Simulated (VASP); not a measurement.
Runs of VASP 6.6.1 on C. The structure is that of space group P6_3/mmc (No. 194), or close to it. The cells are those of the table. 

```tsv
task	cell	cutoff (eV)	gap on the mesh (eV)	pressure (GPa)
relaxation of shape and atoms at fixed volume	relaxed from a = 2.413, b = 2.413, c = 7.960 Å, angles 90.0, 90.0, 120.0°, 8 atoms	600	4.83	70.4
single point	a = 2.522, b = 2.522, c = 8.237 Å, angles 90.0, 90.0, 120.0°, 8 atoms	520	4.45	2.9
single point	a = 2.518, b = 2.518, c = 8.305 Å, angles 90.0, 90.0, 120.0°, 8 atoms	520	(b)	0.7
single point	a = 2.440, b = 2.440, c = 8.050 Å, angles 90.0, 90.0, 120.0°, 8 atoms	520	4.75	49.7
single point	a = 2.412, b = 2.412, c = 7.961 Å, angles 90.0, 90.0, 120.0°, 8 atoms	520	4.83	(a)
```

Alike in all rows: level PBE; potentials or basis VASP PAW PBE potentials, release 64 (C); no spin polarisation; k mesh 12 × 12 × 4; smearing gaussian 0.02 eV.

Estimate the missing entries.

(a) 71.2; (b) 4.53.

A k mesh can miss the band edges.
